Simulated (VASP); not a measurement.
Input of a VASP 6.6.1 run:

INCAR

```
PREC = Accurate ; ENCUT = 520
EDIFF = 1E-6 ; ISMEAR = 1
SIGMA = 0.1 ; LREAL = Auto
LASPH = T ; NELM = 80
ALGO = Normal ; ISIF = 2
LWAVE = F ; LCHARG = T
GGA = PE ; LELF = T
LVHAR = T ; NBANDS = 126
```

The input KPOINTS:

```
regular mesh
0
Gamma
  3 3 3
```

The input POSCAR:

```
Mo16H
1.0
    6.3226243300      0.0000000000      0.0000000000
    0.0000000000      6.3226243300      0.0000000000
    0.0000000000      0.0000000000      6.3226243300
Mo H
16 1
Direct
   -0.0022198061     -0.0011123546     -0.0001339634
    0.2497647998      0.2451292247      0.2397109050
   -0.0014568318      0.0005975367      0.4998388066
    0.2497766620      0.2449486035      0.7599399789
   -0.0012284456      0.5014379844     -0.0002177893
    0.2497477183      0.7520481610      0.2485646652
   -0.0103319439      0.5074777233      0.4998302659
    0.2497695447      0.7519043916      0.7510080865
    0.5017128702     -0.0011800480     -0.0001121370
    0.7497847021      0.2512559528      0.2488340154
    0.5009478398      0.0006201539      0.4999159898
    0.7497816971      0.2511749737      0.7507096345
    0.5006767498      0.5013864235     -0.0001475653
    0.7497280801      0.7537945877      0.2477381097
    0.5098394008      0.5075798960      0.4998675922
    0.7497625594      0.7537586849      0.7516998879
    0.2497043819      0.3762497779      0.4998723370
```

Potentials or basis: VASP PAW PBE potentials, release 64 (Mo_sv, H).

Run with:

```bash
$ cat potpaw_PBE.64/Mo_sv/POTCAR potpaw_PBE.64/H/POTCAR > POTCAR
$ mpirun -np 1 vasp_std > vasp.out
```

Q: Predict the pressure.

A: 3.4 GPa.

Q: Predict the largest force.

A: 0.017 eV/Å.

Stress tensor (GPa, compression positive):
```
3.48 0.00 0.00
0.00 3.34 0.00
0.00 0.00 3.49
```
